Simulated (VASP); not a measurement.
A run of VASP 6.6.1 is set up as follows.

INCAR

```
SYSTEM = Mg8HO8
ALGO     = Normal         ! electronic algorithm
EDIFF    = 1E-6           ! SCF threshold, eV
ENCUT    = 520            ! plane-wave cutoff, eV
GGA      = PS             ! functional
ISIF     = 2              ! what is computed and relaxed
ISMEAR   = -1             ! smearing method
LASPH    = .TRUE.         ! aspherical terms in the spheres
LCHARG   = .TRUE.         ! write CHGCAR
LELF     = .TRUE.         ! ELF
LREAL    = Auto         
LVHAR    = .TRUE.       
LWAVE    = .FALSE.        ! write WAVECAR
NBANDS   = 46             ! bands
NELECT   = 64.0         
NELM     = 60             ! most SCF steps
PREC     = Accurate       ! precision mode
SIGMA    = 0.02           ! smearing width, eV
```

File KPOINTS:

```
k-points
0
G
  2 2 2
  0 0 0
```

File POSCAR:

```
Mg8HO8
1.0
    0.0000000000      3.9830000000      3.9830000000
    3.9830000000      0.0000000000      3.9830000000
    3.9830000000      3.9830000000      0.0000000000
Mg O H
8 8 1
Direct
   -0.0130475486      0.0171199260     -0.0216147616
   -0.0130654075      0.0171374229      0.5176110595
   -0.0045264355      0.5012020990      0.0016908056
   -0.0131250246      0.4778974875      0.5176386788
    0.4923257673      0.0063914848      0.0006719696
    0.4965842973      0.0008402637      0.5013139058
    0.4923210480      0.5001833283      0.0006940388
    0.4923129108      0.5001910134      0.5068558342
    0.2436930233      0.2509033016      0.2541071222
    0.2436932978      0.2509096575      0.7513459252
    0.2316687977      0.7558616319      0.2562465373
    0.2437035755      0.7536128238      0.7513636382
    0.7479410484      0.2482360439      0.2519417614
    0.7310854328      0.2559872509      0.7564962909
    0.7479363296      0.7514549134      0.2519434231
    0.7479414549      0.7514586162      0.7487131725
    1.0158361328      0.8276529352      0.3283185985
```

Potentials or basis: VASP PAW PBE potentials, release 64 (Mg, O, H).

Run with:

```sh
$ cat potpaw_PBE.64/Mg/POTCAR potpaw_PBE.64/O/POTCAR potpaw_PBE.64/H/POTCAR > POTCAR
$ mpirun -np 1 vasp_std > vasp.out
```

Predict the largest force.

0.141 eV/Å.

Forces on the atoms (eV/Å):
```
Mg  -0.007 -0.024  0.007
Mg   0.023  0.007  0.007
Mg  -0.009  0.009  0.009
Mg  -0.009  0.009 -0.022
Mg   0.005 -0.005  0.008
Mg   0.009 -0.008 -0.010
Mg  -0.008 -0.006 -0.003
Mg   0.005  0.008 -0.003
O   -0.007 -0.002  0.007
O    0.002  0.008  0.006
O   -0.078  0.080  0.076
O   -0.006  0.006 -0.001
O   -0.003  0.003  0.004
O    0.010 -0.010 -0.009
O   -0.005  0.002  0.002
O   -0.003  0.005  0.002
H    0.082 -0.083 -0.079
```

Caveat: the k points lie up to 0.68 Å⁻¹ apart; the cell carries a net charge on a neutralising background, which shifts energy and pressure; the PAW data sets were made with another functional, which shifts forces and pressure a little.
